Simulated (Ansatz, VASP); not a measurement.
**Two plane-wave programs on LiCl**

File POSCAR:

```
LiCl
1.0
    3.8544069755      0.0000000000      0.0000000000
   -1.9272034878      3.3380143573      0.0000000000
    0.0000000000      0.0000000000      6.1629854784
Li Cl
2 2
Direct
    0.6666666667      0.3333333333      0.8780761498
    0.3333333333      0.6666666667      0.3780761498
    0.6666666667      0.3333333333      0.4969248502
    0.3333333333      0.6666666667      0.9969248502
```

File INCAR.step1:

```
SYSTEM = LiCl
  ALGO = Normal
  EDIFF = 1E-4
  ENCUT = 520
  GGA = PE
  ISMEAR = 0
  LASPH = .True.
  LCHARG = .False.
  LREAL = .False.
  LWAVE = .True.
  NBANDS = 18
  NELM = 80
  PREC = Accurate
  SIGMA = 0.01
```

The input INCAR.step2:

```
SYSTEM = LiCl
  ALGO = Normal
  EDIFF = 1E-6
  ENCUT = 520
  ISIF = 2
  ISMEAR = 0
  ISTART = 1
  LASPH = .True.
  LCHARG = .True.
  LELF = .True.
  LMIXTAU = .True.
  LREAL = .False.
  LVHAR = .True.
  LWAVE = .False.
  METAGGA = R2SCAN
  NBANDS = 18
  NELM = 80
  PREC = Accurate
  SIGMA = 0.01
```

File KPOINTS:

```
k-points
0
Gamma
  6 6 4
  0 0 0
```

Input for Ansatz:

```yaml
crystal:
  lattice:
    - [3.8544069755, 0.0, 0.0]
    - [-1.9272034878, 3.3380143573, 0.0]
    - [0.0, 0.0, 6.1629854784]
  atoms:
    - { symbol: Li, position: [0.6666666667, 0.3333333333, 0.8780761498] }
    - { symbol: Li, position: [0.3333333333, 0.6666666667, 0.3780761498] }
    - { symbol: Cl, position: [0.6666666667, 0.3333333333, 0.4969248502] }
    - { symbol: Cl, position: [0.3333333333, 0.6666666667, 0.9969248502] }
kpoints:
  mp_grid: { grid: [6, 6, 4] }
hamiltonian:
  xc: r2scan
scf:
  occupations: { method: fixed }
  n_extra_bands: 5
output:
  forces: true
  stress: true
  eigenvalues: true
```

Alike in both runs: task single point; functional r2SCAN; k mesh 6 × 6 × 4; no spin polarisation.

|  | VASP | Ansatz |
| --- | --- | --- |
| version | VASP 6.6.1 | Ansatz 0.2.0 |
| potentials or method | VASP PAW PBE potentials, release 64 (Li_sv, Cl) | plane waves, PAW |
| plane-wave cutoff (eV) | 520 | 500 |
| occupations | gaussian, width 0.01 eV | fixed |
| valence electrons in the cell | 20 | 20 |

VASP gave:

* gap on the k mesh at the Fermi level (eV): 6.85
* rms of the force components (eV/Å): 0.004

Question: What did Ansatz give for the same quantities?

Answer: gap on the k mesh at the Fermi level (eV): 6.80; rms of the force components (eV/Å): 0.001.

VASP's potentials were made for PBE, not for r2SCAN. Atom by atom the forces differ by 0.003 eV/Å (rms over components).

Noted on VASP's run: the cutoff is short for stress, so the pressure is rough.
